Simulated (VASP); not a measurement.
# RbBr (Fm-3m) in VASP: further runs

The runs below take RbBr through single point, relaxation of cell and atoms, with HSE06, r2SCAN.

Everything below comes from runs of VASP 6.6.1. Logs are shortened: lines on timing, memory, paths and dates and some standing lists are left out, and cuts for length are marked.

### Step 1. The cell of the first run

The structure is cubic, space group Fm-3m (No. 225). Conventional cell: a = 6.922 Å, b = 6.922 Å, c = 6.922 Å, α = 90.00°, β = 90.00°, γ = 90.00°. Within 4.5 Å of Rb (site symmetry m-3m) lie 6 Br at 3.46 Å. Br (site symmetry m-3m) has 6 Rb at 3.46 Å within 4.5 Å.

### Step 2. Single point, HSE06

Input file POSCAR:

```
RbBr
1.0
    0.0000000000      3.4608318259      3.4608318259
    3.4608318259      0.0000000000      3.4608318259
    3.4608318259      3.4608318259      0.0000000000
Rb Br
1 1
Direct
    0.0000000000      0.0000000000      0.0000000000
    0.5000000000      0.5000000000      0.5000000000
```

Input file INCAR.step1:

```
SYSTEM = RbBr
PREC = Accurate
ENCUT = 520
EDIFF = 1E-5
ISMEAR = 0
SIGMA = 0.01
LREAL = .False.
LASPH = .True.
NELM = 100
ALGO = Normal
ISIF = 2
LWAVE = .True.
LCHARG = .False.
GGA = PE
NBANDS = 15
```

Input file INCAR.step2:

```
SYSTEM = RbBr
PREC = Accurate
ENCUT = 520
EDIFF = 1E-6
ISMEAR = 0
SIGMA = 0.01
LREAL = .False.
LASPH = .True.
NELM = 100
ALGO = Normal
ISIF = 2
LWAVE = .False.
LCHARG = .False.
GGA = PE
LHFCALC = .True.
HFSCREEN = 0.2079
PRECFOCK = Normal
ISTART = 1
NBANDS = 15
```

Input file KPOINTS:

```
Automatic mesh
0
Gamma
  4 4 4
  0 0 0
```

Potentials or basis: VASP PAW PBE potentials, release 64 (Rb_sv, Br).

On the command line:

```
> cat potpaw_PBE.64/Rb_sv/POTCAR potpaw_PBE.64/Br/POTCAR > POTCAR
> cp INCAR.step1 INCAR
> mpirun -np 1 vasp_std > vasp.out
> cp INCAR.step2 INCAR
> mpirun -np 1 vasp_std > vasp.out
```

OUTCAR:

```text
SYSTEM = RbBr
   PREC = Accurate
   ENCUT = 520
   EDIFF = 1E-6
   ISMEAR = 0
   LREAL = .False.
   LASPH = .True.
   NELM = 100
   ISIF = 2
   GGA = PE
   LHFCALC = .True.
   HFSCREEN = 0.2079
   PRECFOCK = Normal
   ISTART = 1

 ion  position               nearest neighbor table
   1  0.000  0.000  0.000-   2 3.46   2 3.46   2 3.46   2 3.46   2 3.46   2 3.46
   2  0.500  0.500  0.500-   1 3.46   1 3.46   1 3.46   1 3.46   1 3.46   1 3.46

  LATTYP: Found a face centered cubic cell.
 ALAT       =     6.9216636518

  Lattice vectors:

 A1 = (   0.0000000000,   3.4608318259,   3.4608318259)
 A2 = (   3.4608318259,   0.0000000000,   3.4608318259)
 A3 = (   3.4608318259,   3.4608318259,   0.0000000000)

Analysis of symmetry for initial positions (statically):
=====================================================================
 Subroutine PRICEL returns:
 Original cell was already a primitive cell.

 Routine SETGRP: Setting up the symmetry group for a
 face centered cubic supercell.

 Subroutine GETGRP returns: Found 48 space group operations
 (whereof 48 operations were pure point group operations)
 out of a pool of 48 trial point group operations.

The static configuration has the point symmetry O_h .

Analysis of symmetry for dynamics (positions and initial velocities):
=====================================================================
 Subroutine PRICEL returns:
 Original cell was already a primitive cell.

 Routine SETGRP: Setting up the symmetry group for a
 face centered cubic supercell.

 Subroutine GETGRP returns: Found 48 space group operations
 (whereof 48 operations were pure point group operations)
 out of a pool of 48 trial point group operations.

The dynamic configuration has the point symmetry O_h .

 Subroutine INISYM returns: Found 48 space group operations
 (whereof 48 operations are pure point group operations),
 and found     1 'primitive' translations

----------------------------------------------------------------------------------------

                                     Primitive cell

  volume of cell :      82.9032

  direct lattice vectors                    reciprocal lattice vectors
     0.000000000  3.460831826  3.460831826    -0.144473937  0.144473937  0.144473937
     3.460831826  0.000000000  3.460831826     0.144473937 -0.144473937  0.144473937
     3.460831826  3.460831826  0.000000000     0.144473937  0.144473937 -0.144473937

  length of vectors
     4.894355305  4.894355305  4.894355305     0.250236200  0.250236200  0.250236200

  position of ions in fractional coordinates (direct lattice)
     0.000000000  0.000000000  0.000000000
     0.500000000  0.500000000  0.500000000

  ion indices of the primitive-cell ions
   primitive index   ion index
                 1           1
                 2           2

----------------------------------------------------------------------------------------

 KPOINTS: Automatic mesh

Automatic generation of k-mesh.
 Grid dimensions read from file:
 generate k-points for:    4    4    4

 Generating k-lattice:

  Cartesian coordinates                     Fractional coordinates (reciprocal lattice)
    -0.036118484  0.036118484  0.036118484     0.250000000  0.000000000  0.000000000
     0.036118484 -0.036118484  0.036118484     0.000000000  0.250000000  0.000000000
     0.036118484  0.036118484 -0.036118484     0.000000000  0.000000000  0.250000000

  Length of vectors
     0.062559050  0.062559050  0.062559050

  Shift w.r.t. Gamma in fractional coordinates (k-lattice)
     0.000000000  0.000000000  0.000000000

 Subroutine IBZKPT returns following result:
 ===========================================

 Found      8 irreducible k-points:

 Following reciprocal coordinates:
            Coordinates               Weight
  0.000000  0.000000  0.000000      1.000000
  0.250000  0.000000  0.000000      8.000000
  0.500000  0.000000  0.000000      4.000000
  0.250000  0.250000  0.000000      6.000000
  0.500000  0.250000  0.000000     24.000000
 -0.250000  0.250000  0.000000     12.000000
  0.500000  0.500000  0.000000      3.000000
 -0.250000  0.500000  0.250000      6.000000
   k-points           NKPTS =      8   k-points in BZ     NKDIM =     64   number of bands    NBANDS=     15
   number of dos      NEDOS =    301   number of ions     NIONS =      2
   total plane-waves  NPLWV =  46656
   dimension x,y,z NGX =    36 NGY =   36 NGZ =   36
   dimension x,y,z NGXF=    72 NGYF=   72 NGZF=   72
   ions per type =               1   1
   NGX,Y,Z   is equivalent  to a cutoff of  12.23, 12.23, 12.23 a.u.
   NGXF,Y,Z  is equivalent  to a cutoff of  24.46, 24.46, 24.46 a.u.
 SYSTEM =  RbBr
   PREC   = accura    normal or accurate (medium, high low for compatibility)
   ISTART =      1    job   : 0-new  1-cont  2-samecut
   ICHARG =      0    charge: 1-file 2-atom 10-const
   ISPIN  =      1    spin polarized calculation?
   LNONCOLLINEAR =      F non collinear calculations
[... 27 lines left out ...]
  Thomas-Fermi vector in A             =   2.074035
   LORBIT       =      0    0 simple, 1 ext, 2 COOP (PROOUT), +10 PAW based schemes
   GGA     = PE    functional components
   LHFCALC =     T    Hartree Fock is set to
   PRECFOCK=normal    Normal, Fast or Accurate (Low or Medium for compatibility)
   ENCUT4O =  -1.0   cutoff for four orbital integrals eV
   NKREDX  =     1    reduce k-point grid by
   NKREDY  =     1    reduce k-point grid by
   NKREDZ  =     1    reduce k-point grid by
   AEXX    =    0.2500 exact exchange contribution
   HFSCREEN=    0.2079 screening length (either q_TF or 0.3 A-1)
   HFSCREENC=   0.2079 screening length for correlation (either q_TF or 0.3 A-1)
   ENCUTFOCK=  -1.0 apply spherical cutoff to Coloumb kernel
   IVDW    =     0    specifies the selected vdW correction
   LEPSILON=     F    determine dielectric tensor
   LRPA    =     F    only Hartree local field effects (RPA)
 non-spin polarized calculation
 Gauss-broadening in eV      SIGMA  =   0.01
  energy-cutoff  :      520.00
  volume of cell :       82.90
 maximum number of plane-waves:      2252
  NGX = 28; NGY = 28; NGZ = 28

 number of electron      15.9999997 magnetization

 Free energy of the ion-electron system (eV)
  ---------------------------------------------------
  ext. energy  EPLUGINS =         0.00000000
  ---------------------------------------------------
  free energy    TOTEN  =        -7.07242394 eV

  energy without entropy =       -7.07242394  energy(sigma->0) =       -7.07242394

 E-fermi :  -2.6580     XC(G=0):  -5.9841

 val. band max:       -2.7344422270   @ k =   0.0000   0.0000   0.0000
 cond. band min:       2.7078539997   @ k =   0.0000   0.0000   0.0000
 fundamental gap:      5.4422962267
 Fermi energy:        -2.6580035178

 k-point     1 :       0.0000    0.0000    0.0000
  band No.  band energies     occupation
      1     -28.8878      2.00000
      2     -15.9055      2.00000
      3     -11.8004      2.00000
      4     -11.8004      2.00000
      5     -11.8004      2.00000
      6      -2.7344      2.00000
      7      -2.7344      2.00000
      8      -2.7344      2.00000
      9       2.7079      0.00000
     10       5.7948      0.00000
     11       5.7948      0.00000
     12       5.7948      0.00000
     13       6.7499      0.00000
     14       6.7499      0.00000
     15       9.3038      0.00000

 k-point     2 :       0.2500    0.0000    0.0000
  band No.  band energies     occupation
      1     -28.8834      2.00000
      2     -15.9223      2.00000
      3     -11.8024      2.00000
      4     -11.8024      2.00000
      5     -11.7743      2.00000
      6      -3.2720      2.00000
      7      -2.9110      2.00000
      8      -2.9110      2.00000
      9       3.9586      0.00000
     10       5.5996      0.00000
     11       6.5299      0.00000
     12       6.5299      0.00000
     13       7.6144      0.00000
     14       7.6144      0.00000
     15      10.9398      0.00000
[... 77 lines left out ...]
      3     -11.9709      2.00000
      4     -11.8681      2.00000
      5     -11.8681      2.00000
      6      -3.2268      2.00000
      7      -2.9026      2.00000
      8      -2.9026      2.00000
      9       4.0466      0.00000
     10       5.5698      0.00000
     11       7.5371      0.00000
     12       7.8434      0.00000
     13       8.0394      0.00000
     14       9.5042      0.00000
     15       9.5042      0.00000

 k-point     8 :      -0.2500    0.5000    0.2500
  band No.  band energies     occupation
      1     -28.8763      2.00000
      2     -15.8733      2.00000
      3     -11.9192      2.00000
      4     -11.9192      2.00000
      5     -11.7792      2.00000
      6      -3.2154      2.00000
      7      -3.0922      2.00000
      8      -3.0922      2.00000
      9       5.5100      0.00000
     10       5.5100      0.00000
     11       6.7316      0.00000
     12       7.1465      0.00000
     13       9.5136      0.00000
     14       9.5530      0.00000
     15       9.5892      0.00000

------------------------ aborting loop because EDIFF is reached ----------------------------------------

  FORCE on cell =-STRESS in cart. coord.  units (eV):
  Direction    XX          YY          ZZ          XY          YZ          ZX
  --------------------------------------------------------------------------------------
  -------------------------------------------------------------------------------------
  Total        0.1635001      0.1635001      0.1635001     -0.0000000      0.0000000      0.0000000
  in kB        3.1597815      3.1597815      3.1597815     -0.0000000      0.0000000      0.0000000
  external PRESSURE =       3.1597815 kB  Pullay stress =       0.0000000 kB

 VOLUME and BASIS-vectors are now :
 -----------------------------------------------------------------------------
  energy-cutoff  :      520.00
  volume of cell :       82.90
      direct lattice vectors                 reciprocal lattice vectors
     0.000000000  3.460831826  3.460831826    -0.144473937  0.144473937  0.144473937
     3.460831826  0.000000000  3.460831826     0.144473937 -0.144473937  0.144473937
     3.460831826  3.460831826  0.000000000     0.144473937  0.144473937 -0.144473937

 POSITION                                       TOTAL-FORCE (eV/Angst)
 -----------------------------------------------------------------------------------
      0.00000      0.00000      0.00000         0.000000      0.000000      0.000000
      3.46083      3.46083      3.46083        -0.000000     -0.000000     -0.000000
 -----------------------------------------------------------------------------------
    total drift:                               -0.000000     -0.000000     -0.000000

  FREE ENERGIE OF THE ION-ELECTRON SYSTEM (eV)
  ---------------------------------------------------
  free  energy   TOTEN  =        -7.0724239363 eV

  energy  without entropy=       -7.0724239363  energy(sigma->0) =       -7.07242394
```

Run time: 8.9 min. Hardware: 1 thread of Intel Xeon Platinum 8124M at 3.00GHz (Skylake/Cascade Lake), shared host; peak memory 0.32 GiB.

What came out:

| Property | Result |
| --- | --- |
| Free energy | -7.0724 eV |
| Pressure | 0.3 GPa |
| Band gap on the k mesh | 5.44 eV, direct |

Caveat: the PAW data sets were made with another functional, which shifts forces and pressure a little.

### Step 3. Single point, r2SCAN

POSCAR is that of step 2.

Input file INCAR.step1:

```
PREC     = Accurate       # precision mode
ENCUT    = 520            # plane-wave cutoff, eV
ISMEAR   = 0              # smearing method
SIGMA    = 0.01           # smearing width, eV
LREAL    = False          # projectors in reciprocal space
LASPH    = True           # aspherical terms in the spheres
NELM     = 100            # most SCF steps
NBANDS   = 15             # bands
GGA      = PE             # functional
ALGO     = Normal         # electronic algorithm
EDIFF    = 1E-4           # SCF threshold, eV
LWAVE    = True           # write WAVECAR
LCHARG   = False          # write CHGCAR
```

Input file INCAR.step2:

```
PREC     = Accurate       # precision mode
ENCUT    = 520            # plane-wave cutoff, eV
EDIFF    = 1E-7           # SCF threshold, eV
ISMEAR   = 0              # smearing method
SIGMA    = 0.01           # smearing width, eV
LREAL    = False          # projectors in reciprocal space
LASPH    = True           # aspherical terms in the spheres
NELM     = 100            # most SCF steps
ALGO     = Normal         # electronic algorithm
ISIF     = 2              # what is computed and relaxed
LWAVE    = False          # write WAVECAR
LCHARG   = False          # write CHGCAR
METAGGA  = R2SCAN         # meta-GGA
LMIXTAU  = True         
NBANDS   = 15             # bands
ISTART   = 1
```

Input file KPOINTS:

```
Automatic mesh
0
Gamma
  6 6 6
```

Potentials or basis: VASP PAW PBE potentials, release 64 (Rb_sv, Br).

On the command line:

```
> cat potpaw_PBE.64/Rb_sv/POTCAR potpaw_PBE.64/Br/POTCAR > POTCAR
> cp INCAR.step1 INCAR
> mpirun -np 1 vasp_std > vasp.out
> cp INCAR.step2 INCAR
> mpirun -np 1 vasp_std > vasp.out
```

It took 76 s on 1 thread of Intel Xeon Platinum 8124M at 3.00GHz (Skylake/Cascade Lake), shared host; peak memory 0.21 GiB.

It converged, with:

| Quantity | Value |
| --- | --- |
| Free energy | -31.1557 eV |
| Pressure | 0.0 GPa |
| Band gap on the k mesh | 4.89 eV, direct |

Levels at points of the mesh, in eV from the valence-band top:
| k point | band 5 | band 6 | band 7 | band 8 | band 9 | band 10 | band 11 | band 12 |
| --- | --- | --- | --- | --- | --- | --- | --- | --- |
| (0.00, 0.00, 0.00) | -8.75 | 0.00 | 0.00 | 0.00 | 4.89 | 7.87 | 7.87 | 7.87 |
| (0.50, 0.00, 0.00) | -8.70 | -0.92 | -0.32 | -0.32 | 7.22 | 8.17 | 10.14 | 10.14 |
| (0.50, 0.50, 0.00) | -8.81 | -0.47 | -0.16 | -0.16 | 6.09 | 7.84 | 9.57 | 10.00 |

Caveat: the PAW data sets were made with another functional, which shifts forces and pressure a little. r2SCAN opens gaps a little over a GGA but as a rule still falls short of measured ones.

### Step 4. Single point, r2SCAN

POSCAR is that of step 3.

Input file INCAR.step1:

```
PREC = Accurate
ENCUT = 520
ISMEAR = -1
SIGMA = 0.02
LREAL = False
LASPH = True
NELM = 100
NBANDS = 15
GGA = PE
ALGO = Normal
EDIFF = 1E-4
LWAVE = True
LCHARG = False
```

Input file INCAR.step2:

```
PREC = Accurate
ENCUT = 520
EDIFF = 1E-6
ISMEAR = -1
SIGMA = 0.02
LREAL = False
LASPH = True
NELM = 100
ALGO = Normal
ISIF = 2
LWAVE = False
LCHARG = True
METAGGA = R2SCAN
LMIXTAU = True
LELF = True
LVHAR = True
NBANDS = 15
ISTART = 1
```

Input file KPOINTS:

```
regular mesh
0
Gamma
  6 6 6
```

On the command line:

```
> cat potpaw_PBE.64/Rb_sv/POTCAR potpaw_PBE.64/Br/POTCAR > POTCAR
> cp INCAR.step1 INCAR
> mpirun -np 1 vasp_std > vasp.out
> cp INCAR.step2 INCAR
> mpirun -np 1 vasp_std > vasp.out
```

Run time: 76 s. Hardware: 1 thread of Intel Xeon Platinum 8124M at 3.00GHz (Skylake/Cascade Lake), shared host; peak memory 0.21 GiB.

The run converged. Its results:

```
Free energy            : -31.1557 eV
Pressure               : 0.0 GPa
Band gap on the k mesh : 4.89 eV, direct
```

Levels at points of the mesh, in eV from the valence-band top:
```tsv
k point	band 5	band 6	band 7	band 8	band 9	band 10	band 11	band 12
(0.00, 0.00, 0.00)	-8.75	0.00	0.00	0.00	4.89	7.87	7.87	7.87
(0.50, 0.00, 0.00)	-8.70	-0.92	-0.32	-0.32	7.22	8.17	10.14	10.14
(0.50, 0.50, 0.00)	-8.81	-0.47	-0.16	-0.16	6.09	7.84	9.57	10.00
```

Caveat: the PAW data sets were made with another functional, which shifts forces and pressure a little.

### Step 5. Relaxation of cell and atoms, r2SCAN

This run uses another cell than the first one, of 43.19 Å³/atom, 1.042 times its volume.

Input file POSCAR:

```
RbBr
1.0
    0.0000000000      3.5086792153      3.5086792153
    3.5086792153      0.0000000000      3.5086792153
    3.5086792153      3.5086792153      0.0000000000
Rb Br
1 1
Direct
    0.0000000000      0.0000000000      0.0000000000
    0.5000000000      0.5000000000      0.5000000000
```

Input file INCAR.step1:

```
SYSTEM = RbBr
ALGO = Normal ; EDIFF = 1E-4
ENCUT = 600 ; GGA = PE
ISMEAR = -1 ; LASPH = .TRUE.
LCHARG = .FALSE. ; LREAL = .FALSE.
LWAVE = .TRUE. ; NELM = 100
PREC = Accurate ; SIGMA = 0.02
```

Input file INCAR.step2:

```
SYSTEM = RbBr
ALGO = Normal ; EDIFF = 1E-6
EDIFFG = -0.005 ; ENCUT = 600
IBRION = 2 ; ISIF = 3
ISMEAR = -1 ; ISTART = 1
LASPH = .TRUE. ; LCHARG = .FALSE.
LMIXTAU = .TRUE. ; LREAL = .FALSE.
LWAVE = .FALSE. ; METAGGA = R2SCAN
NELM = 100 ; NSW = 80
PREC = Accurate ; SIGMA = 0.02
```

Input file KPOINTS:

```
k-points
0
G
  6 6 6
  0 0 0
```

On the command line:

```
> cat potpaw_PBE.64/Rb_sv/POTCAR potpaw_PBE.64/Br/POTCAR > POTCAR
> cp INCAR.step1 INCAR
> mpirun -np 1 vasp_std > vasp.out
> cp INCAR.step2 INCAR
> mpirun -np 1 vasp_std > vasp.out
```

Wall time 4 min (1 thread of Intel Xeon Platinum 8124M at 3.00GHz (Skylake/Cascade Lake), shared host); peak memory 0.27 GiB.

Results (log left out):

- Free energy: -31.1563 eV
- Relaxed volume: 41.59 Å³/atom
- Relaxed cell: a = 4.900 Å, b = 4.900 Å, c = 4.900 Å, α = 60.00°, β = 60.00°, γ = 60.00°
- Space group after relaxing (to 0.05 Å): Fm-3m (No. 225)
- Energy gained by relaxing: 2.6 meV/atom
- Ionic steps: 3
- Pressure after relaxing: 0.0 GPa
- Band gap on the k mesh: 4.88 eV, direct

The path:
| step | energy change (eV) | largest force (eV/Å) | pressure (GPa) | volume (Å³) |
| --- | --- | --- | --- | --- |
| 1 | 0.0000 | 0.0000 | -0.49 | 86.39 |
| 2 | -0.0038 | 0.0000 | -0.26 | 84.75 |
| 3 | -0.0052 | 0.0000 | 0.00 | 83.17 |

Final structure:
```
Rb Br
1.0
     0.00000    3.46455    3.46455
     3.46455    0.00000    3.46455
     3.46455    3.46455    0.00000
Rb Br
1 1
Direct
  0.00000 0.00000 0.00000
  0.50000 0.50000 0.50000
```

Levels at points of the mesh, in eV from the valence-band top:
```csv
k point,band 4,band 5,band 6,band 7,band 8,band 9,band 10,band 11,band 12
"(0.00, 0.00, 0.00)",-8.75,-8.75,0.00,0.00,0.00,4.88,7.87,7.87,7.87
"(0.50, 0.00, 0.00)",-8.76,-8.71,-0.92,-0.32,-0.32,7.21,8.16,10.13,10.13
"(0.50, 0.50, 0.00)",-8.81,-8.81,-0.47,-0.16,-0.16,6.10,7.82,9.55,9.99
```

Caveat: the PAW data sets were made with another functional, which shifts forces and pressure a little. r2SCAN opens gaps a little over a GGA but as a rule still falls short of measured ones.

### Step 6. Summary

| task | level | cell | k mesh | cutoff (eV) | smearing | grid for exact exchange (PRECFOCK) | screening parameter | gap on the mesh (eV) | pressure (GPa) |
| --- | --- | --- | --- | --- | --- | --- | --- | --- | --- |
| single point | HSE06 | a = 4.894 Å, angles 60.0°, 2 atoms | 4 × 4 × 4 | 520 | gaussian 0.01 eV | Normal | 0.2079 1/Å | 5.44 | 0.3 |
| single point | r2SCAN | a = 4.894 Å, angles 60.0°, 2 atoms | 6 × 6 × 6 | 520 | gaussian 0.01 eV | - | - | 4.89 | 0.0 |
| single point | r2SCAN | a = 4.894 Å, angles 60.0°, 2 atoms | 6 × 6 × 6 | 520 | fermi-dirac 0.02 eV | - | - | 4.89 | 0.0 |
| relaxation of cell and atoms | r2SCAN | relaxed from a = 4.962 Å, angles 60.0°, 2 atoms | 6 × 6 × 6 | 600 | fermi-dirac 0.02 eV | - | - | 4.88 | 0.0 |

Alike in all rows: potentials or basis VASP PAW PBE potentials, release 64 (Rb_sv, Br); no spin polarisation.

On the cell as given the gap runs from 4.89 eV (r2SCAN) to 5.44 eV (HSE06); the meshes differ, which moves gaps too.

Caveats: the PAW data sets were made with another functional, which shifts forces and pressure a little.

Absolute energies hang on the potentials; compare differences alone.
